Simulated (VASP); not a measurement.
# GaAs (F-43m) in VASP: a series of runs, part 2 of 2

VASP 6.6.1. The steps go on from the part before.

## (3) Single point, r2SCAN50

File POSCAR:

```
GaAs
1.0
    0.0000000000      2.8330831910      2.8330831910
    2.8330831910      0.0000000000      2.8330831910
    2.8330831910      2.8330831910      0.0000000000
Ga As
1 1
Direct
    0.0000000000      0.0000000000      0.0000000000
    0.2500000000      0.2500000000      0.2500000000
```

File INCAR.step1:

```
SYSTEM = GaAs
ALGO = Normal
EDIFF = 1E-5
ENCUT = 440
GGA = PE
GGA_COMPAT = .FALSE.
ISIF = 2
ISMEAR = 0
LASPH = .TRUE.
LREAL = .FALSE.
LWAVE = .TRUE.
NBANDS = 21
NELM = 120
PREC = Accurate
SIGMA = 0.01
```

File INCAR.step2:

```
SYSTEM = GaAs
AEXX = 0.5
ALGO = Normal
EDIFF = 1E-6
ENCUT = 440
GGA_COMPAT = .FALSE.
ISIF = 2
ISMEAR = 0
ISTART = 1
LASPH = .TRUE.
LCHARG = .TRUE.
LELF = .TRUE.
LHFCALC = .TRUE.
LMIXTAU = .TRUE.
LREAL = .FALSE.
LVHAR = .TRUE.
LWAVE = .FALSE.
METAGGA = R2SCAN
NBANDS = 21
NELM = 120
PREC = Accurate
PRECFOCK = Normal
SIGMA = 0.01
```

File KPOINTS:

```
k-points
0
G
  4 4 4
  0 0 0
```

Potentials or basis: VASP PAW PBE potentials, release 64 (Ga_d, As_d).

Launch:

```bash
cat potpaw_PBE.64/Ga_d/POTCAR potpaw_PBE.64/As_d/POTCAR > POTCAR
cp INCAR.step1 INCAR
mpirun -np 1 vasp_std > vasp.out
cp INCAR.step2 INCAR
mpirun -np 1 vasp_std > vasp.out
```

OUTCAR:

```text
SYSTEM = GaAs
   AEXX = 0.5
   EDIFF = 1E-6
   ENCUT = 440
   ISIF = 2
   ISMEAR = 0
   ISTART = 1
   LASPH = .TRUE.
   LHFCALC = .TRUE.
   LREAL = .FALSE.
   METAGGA = R2SCAN
   NELM = 120
   PREC = Accurate
   PRECFOCK = Normal

 ion  position               nearest neighbor table
   1  0.000  0.000  0.000-   2 2.45   2 2.45   2 2.45   2 2.45
   2  0.250  0.250  0.250-   1 2.45   1 2.45   1 2.45   1 2.45

  LATTYP: Found a face centered cubic cell.
 ALAT       =     5.6661663820

  Lattice vectors:

 A1 = (   0.0000000000,   2.8330831910,   2.8330831910)
 A2 = (   2.8330831910,   0.0000000000,   2.8330831910)
 A3 = (   2.8330831910,   2.8330831910,   0.0000000000)

Analysis of symmetry for initial positions (statically):
=====================================================================
 Subroutine PRICEL returns:
 Original cell was already a primitive cell.

 Routine SETGRP: Setting up the symmetry group for a
 face centered cubic supercell.

 Subroutine GETGRP returns: Found 24 space group operations
 (whereof 24 operations were pure point group operations)
 out of a pool of 48 trial point group operations.

The static configuration has the point symmetry T_d .

Analysis of symmetry for dynamics (positions and initial velocities):
=====================================================================
 Subroutine PRICEL returns:
 Original cell was already a primitive cell.

 Routine SETGRP: Setting up the symmetry group for a
 face centered cubic supercell.

 Subroutine GETGRP returns: Found 24 space group operations
 (whereof 24 operations were pure point group operations)
 out of a pool of 48 trial point group operations.

The dynamic configuration has the point symmetry T_d .

[... 99 lines left out ...]
   IMIX   =      1    mixing-type and parameters
     AMIX     =   0.40;   BMIX     =  1.00
     AMIX_MAG =   1.60;   BMIX_MAG =  1.00
  volume/ion in A,a.u.               =      22.74       153.45
  Fermi-wavevector in a.u.,A,eV,Ry     =   1.392702  2.631825 26.390115  1.939619
  Thomas-Fermi vector in A             =   2.516419
   LORBIT       =      0    0 simple, 1 ext, 2 COOP (PROOUT), +10 PAW based schemes
   METAGGA = R2SCAN    functional components
   LHFCALC =     T    Hartree Fock is set to
   PRECFOCK=normal    Normal, Fast or Accurate (Low or Medium for compatibility)
   ENCUT4O =  -1.0   cutoff for four orbital integrals eV
   NKREDX  =     1    reduce k-point grid by
   NKREDY  =     1    reduce k-point grid by
   NKREDZ  =     1    reduce k-point grid by
   AEXX    =    0.5000 exact exchange contribution
   HFSCREEN=    0.0000 screening length (either q_TF or 0.3 A-1)
   HFSCREENC=   0.0000 screening length for correlation (either q_TF or 0.3 A-1)
   ENCUTFOCK=  -1.0 apply spherical cutoff to Coloumb kernel
   IVDW    =     0    specifies the selected vdW correction
   LEPSILON=     F    determine dielectric tensor
   LRPA    =     F    only Hartree local field effects (RPA)
 non-spin polarized calculation
 Gauss-broadening in eV      SIGMA  =   0.01
  energy-cutoff  :      440.00
  volume of cell :       45.48
 maximum number of plane-waves:       960
  NGX = 24; NGY = 24; NGZ = 24

 number of electron      27.9999986 magnetization

 Free energy of the ion-electron system (eV)
  ---------------------------------------------------
  ext. energy  EPLUGINS =         0.00000000
  ---------------------------------------------------
  free energy    TOTEN  =       -23.33249220 eV

  energy without entropy =      -23.33249220  energy(sigma->0) =      -23.33249220

 E-fermi :   1.5940     XC(G=0):  -5.9593

 val. band max:        1.4484104606   @ k =   0.0000   0.0000   0.0000
 cond. band min:       5.2912095609   @ k =   0.0000   0.0000   0.0000
 fundamental gap:      3.8427991004
 Fermi energy:         1.5940111839

 k-point     1 :       0.0000    0.0000    0.0000
  band No.  band energies     occupation
      1     -41.1084      2.00000
      2     -41.1084      2.00000
      3     -41.1084      2.00000
      4     -41.0955      2.00000
      5     -41.0955      2.00000
      6     -18.8718      2.00000
[... 181 lines left out ...]
     20      17.9923      0.00000
     21      18.8314      0.00000

------------------------ aborting loop because EDIFF is reached ----------------------------------------

  FORCE on cell =-STRESS in cart. coord.  units (eV):
  Direction    XX          YY          ZZ          XY          YZ          ZX
  --------------------------------------------------------------------------------------
  -------------------------------------------------------------------------------------
  Total       -0.5553404     -0.5553404     -0.5553404     -0.0000000     -0.0000000      0.0000000
  in kB      -19.5641905    -19.5641905    -19.5641905     -0.0000000     -0.0000000      0.0000000
  external PRESSURE =     -19.5641905 kB  Pullay stress =       0.0000000 kB

 VOLUME and BASIS-vectors are now :
 -----------------------------------------------------------------------------
  energy-cutoff  :      440.00
  volume of cell :       45.48
      direct lattice vectors                 reciprocal lattice vectors
     0.000000000  2.833083191  2.833083191    -0.176486169  0.176486169  0.176486169
     2.833083191  0.000000000  2.833083191     0.176486169 -0.176486169  0.176486169
     2.833083191  2.833083191  0.000000000     0.176486169  0.176486169 -0.176486169

 POSITION                                       TOTAL-FORCE (eV/Angst)
 -----------------------------------------------------------------------------------
      0.00000      0.00000      0.00000         0.000000      0.000000      0.000000
      1.41654      1.41654      1.41654        -0.000000     -0.000000     -0.000000
 -----------------------------------------------------------------------------------
    total drift:                               -0.000025     -0.000016     -0.000002

  FREE ENERGIE OF THE ION-ELECTRON SYSTEM (eV)
  ---------------------------------------------------
  free  energy   TOTEN  =       -23.3324921971 eV

  energy  without entropy=      -23.3324921971  energy(sigma->0) =      -23.33249220
```

OUTCAR.step1:

```text
SYSTEM = GaAs
   EDIFF = 1E-5
   ENCUT = 440
   GGA = PE
   ISIF = 2
   ISMEAR = 0
[... 395 lines left out ...]
      0.00000      0.00000      0.00000        -0.000000     -0.000000     -0.000000
      1.41654      1.41654      1.41654         0.000000      0.000000      0.000000
 -----------------------------------------------------------------------------------
    total drift:                                0.000001      0.000001      0.000001

  FREE ENERGIE OF THE ION-ELECTRON SYSTEM (eV)
  ---------------------------------------------------
  free  energy   TOTEN  =        -8.0932007972 eV

  energy  without entropy=       -8.0932007972  energy(sigma->0) =       -8.09320080
```

Run time: 9.2 min. Hardware: 1 thread of Intel Xeon Platinum 8488C (Sapphire Rapids), shared host; peak memory 0.16 GiB.

What came out:

* Free energy: -23.3325 eV
* Pressure: -2.0 GPa
* Band gap on the k mesh: 3.84 eV

Caveat: the k points lie up to 0.48 Å⁻¹ apart; the PAW data sets were made with another functional, which shifts forces and pressure a little. A k mesh can miss the band edges.

## (4) Single point, HSE06

POSCAR is that of step 3.

File INCAR.step1:

```
ALGO     = Normal         # electronic algorithm
EDIFF    = 1E-5           # SCF threshold, eV
ENCUT    = 400            # plane-wave cutoff, eV
GGA      = PE             # functional
GGA_COMPAT= F            
ISIF     = 2              # what is computed and relaxed
ISMEAR   = 0              # smearing method
LASPH    = T              # aspherical terms in the spheres
LCHARG   = F              # write CHGCAR
LREAL    = F              # projectors in reciprocal space
LWAVE    = T              # write WAVECAR
NBANDS   = 21             # bands
NELM     = 120            # most SCF steps
PREC     = Accurate       # precision mode
SIGMA    = 0.5            # smearing width, eV
```

File INCAR.step2:

```
ALGO     = Normal         # electronic algorithm
EDIFF    = 1E-6           # SCF threshold, eV
ENCUT    = 400            # plane-wave cutoff, eV
GGA      = PE             # functional
GGA_COMPAT= F            
HFSCREEN = 0.2079         # screening, 1/A
ISIF     = 2              # what is computed and relaxed
ISMEAR   = 0              # smearing method
ISTART   = 1            
LASPH    = T              # aspherical terms in the spheres
LCHARG   = F              # write CHGCAR
LHFCALC  = T              # exact exchange
LREAL    = F              # projectors in reciprocal space
LWAVE    = F              # write WAVECAR
NBANDS   = 21             # bands
NELM     = 120            # most SCF steps
PREC     = Accurate       # precision mode
PRECFOCK = Normal       
SIGMA    = 0.5            # smearing width, eV
```

File KPOINTS:

```
k-points
0
Gamma
  4 4 4
```

Launch:

```bash
cat potpaw_PBE.64/Ga_d/POTCAR potpaw_PBE.64/As_d/POTCAR > POTCAR
cp INCAR.step1 INCAR
mpirun -np 1 vasp_std > vasp.out
cp INCAR.step2 INCAR
mpirun -np 1 vasp_std > vasp.out
```

Wall time 7.4 min (1 thread of Intel Xeon Platinum 8488C (Sapphire Rapids), shared host); peak memory 0.26 GiB.

Results (log left out):

- Free energy: -9.7364 eV
- Pressure: 0.8 GPa
- Band gap on the k mesh: 1.40 eV

Levels at points of the mesh, in eV from the valence-band top:
```
           k point  band 12  band 13  band 14  band 15  band 16  band 17
(0.00, 0.00, 0.00)     0.00     0.00     0.00     1.40     4.54     4.54
(0.50, 0.00, 0.00)    -7.16    -1.22    -1.22     1.77     5.46     5.46
(0.50, 0.50, 0.00)    -7.35    -2.88    -2.88     2.09     2.35    11.49
```

Caveat: the k points lie up to 0.48 Å⁻¹ apart; so wide a smearing shifts energies and pressures; the PAW data sets were made with another functional, which shifts forces and pressure a little. A k mesh can miss the band edges.

## (5) Overview

| level | cutoff (eV) | smearing | share of exact exchange | screening parameter | gap on the mesh (eV) | pressure (GPa) |
| --- | --- | --- | --- | --- | --- | --- |
| PBE-based global hybrid with 35 % exact exchange | 400 | gaussian 0.01 eV | 0.35 | - | 2.82 | -0.5 |
| r2SCAN50 | 440 | gaussian 0.01 eV | 0.5 | - | 3.84 | -2.0 |
| HSE06 | 400 | gaussian 0.5 eV | 0.25 | 0.2079 1/Å | 1.40 | 0.8 |

Alike in all rows: task single point; potentials or basis VASP PAW PBE potentials, release 64 (Ga_d, As_d); no spin polarisation; cell as given; k mesh 4 × 4 × 4.

Caveats: all runs use coarse meshes; the PAW data sets were made with another functional, which shifts forces and pressure a little; so wide a smearing shifts energies and pressures (at least some runs).

Total energies depend on the potentials used, so only differences within one code and one set of settings carry meaning.
